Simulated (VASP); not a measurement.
Here is a VASP 6.6.1 calculation.

The input POSCAR:

```
Ge
1.0
    0.0000000000      2.4755750405      2.4755750405
    2.4755750405      0.0000000000      2.4755750405
    2.4755750405      2.4755750405      0.0000000000
Ge
2
Direct
    0.5000000000      0.5000000000      0.5000000000
    0.7500000000      0.7500000000      0.7500000000
```

The input INCAR.step1:

```
SYSTEM = Ge
ALGO = Normal
EDIFF = 1E-5
EDIFFG = -0.005
ENCUT = 550
GGA = PE
GGA_COMPAT = .False.
IBRION = 2
ISIF = 3
ISMEAR = 0
LASPH = .True.
LCHARG = .False.
LREAL = .False.
LWAVE = .True.
NELM = 120
NELMIN = 4
NSW = 100
PREC = Accurate
SIGMA = 0.01
```

Contents of INCAR.step2:

```
SYSTEM = Ge
ALGO = Normal
EDIFF = 1E-7
EDIFFG = -0.008
ENCUT = 550
GGA_COMPAT = .False.
IBRION = 2
ISIF = 3
ISMEAR = 0
ISTART = 1
LASPH = .True.
LCHARG = .False.
LMIXTAU = .True.
LREAL = .False.
LWAVE = .False.
METAGGA = R2SCAN
NELM = 120
NELMIN = 4
NSW = 70
PREC = Accurate
PSTRESS = 900.0
SIGMA = 0.01
```

The input KPOINTS:

```
k-points
0
Gamma
  12 12 12
  0 0 0
```

Potentials or basis: VASP PAW PBE potentials, release 64 (Ge_d).

Run with:

```sh
$ cat potpaw_PBE.64/Ge_d/POTCAR > POTCAR
$ cp INCAR.step1 INCAR
$ mpirun -np 1 vasp_std > vasp.out
$ cp INCAR.step2 INCAR
$ mpirun -np 1 vasp_std > vasp.out
```

Predict the space group after relaxing (to 0.1 Å).

Fd-3m (No. 227).

Estimate the relaxed volume.

14.54 Å³/atom.

Predict the relaxed cell.

a = 3.452 Å, b = 3.452 Å, c = 3.452 Å, α = 60.00°, β = 60.00°, γ = 60.00°.

Final structure:
```
Ge
1.0
     0.00000    2.44079    2.44079
     2.44079    0.00000    2.44079
     2.44079    2.44079    0.00000
Ge
2
Direct
  0.50000 0.50000 0.50000
  0.75000 0.75000 0.75000
```

Caveat: the cell is relaxed towards a set pressure, so the run minimises the enthalpy, not the energy; the PAW data sets were made with another functional, which shifts forces and pressure a little.
